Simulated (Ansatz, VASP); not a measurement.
One calculation of Ta, two programs

INCAR

```
PREC     = Accurate       # precision mode
ENCUT    = 520            # plane-wave cutoff, eV
EDIFF    = 1E-7           # SCF threshold, eV
ISMEAR   = 0              # smearing method
SIGMA    = 0.15           # smearing width, eV
LREAL    = False          # projectors in reciprocal space
LASPH    = True           # aspherical terms in the spheres
NELM     = 80             # most SCF steps
ALGO     = Fast           # electronic algorithm
ISIF     = 2              # what is computed and relaxed
LWAVE    = False          # write WAVECAR
LCHARG   = False          # write CHGCAR
GGA      = PE             # functional
NBANDS   = 12             # bands
```

KPOINTS

```
regular mesh
0
Gamma
  20 20 20
```

The input POSCAR:

```
Ta
1.0
   -1.4724566097      1.4724566097      2.1078216368
    1.4724566097     -1.4724566097      2.1078216368
    1.4724566097      1.4724566097     -2.1078216368
Ta
1
Direct
    0.0000000000      0.0000000000      0.0000000000
```

Input for Ansatz:

```yaml
crystal:
  lattice:
    - [-1.4724566097, 1.4724566097, 2.1078216368]
    - [1.4724566097, -1.4724566097, 2.1078216368]
    - [1.4724566097, 1.4724566097, -2.1078216368]
  atoms:
    - { symbol: Ta, position: [0.0, 0.0, 0.0] }
basis:
  ecutwfc: 420
kpoints:
  mp_grid: { grid: [20, 20, 20] }
hamiltonian:
  xc: pbe
  pseudopotentials: { kind: paw, azcp: { folder: soft_1 } }
scf:
  occupations: { method: gaussian, width: 0.15 }
output:
  forces: true
  stress: true
  eigenvalues: true
```

Alike in both runs: task single point; functional PBE; k mesh 20 × 20 × 20; occupations gaussian, width 0.15 eV; no spin polarisation.

```csv
,VASP,Ansatz
version,VASP 6.6.1,Ansatz 0.2.0
potentials or method,"VASP PAW PBE potentials, release 64 (Ta_pv), cutoff 520 eV","scalar-relativistic, plane waves, PAW"
valence electrons in the cell,11,13
```

```csv
,VASP,Ansatz,Ansatz less VASP
gap on the k mesh at the Fermi level (eV),none,none,-
pressure (GPa),6.1,6.0,-0.06
"traceless stress, the component that is largest in VASP (GPa)",1.00,0.99,-0.003
```

A gap of «none» marks a metal or a gap that the smearing closes. With one functional, cell and mesh, what is left measures potentials, basis and numerics. VASP's potentials hold 11 valence electrons a cell and Ansatz's 13, so a difference there can come from the potentials and not from the codes.

Neither program's run includes spin-orbit coupling.
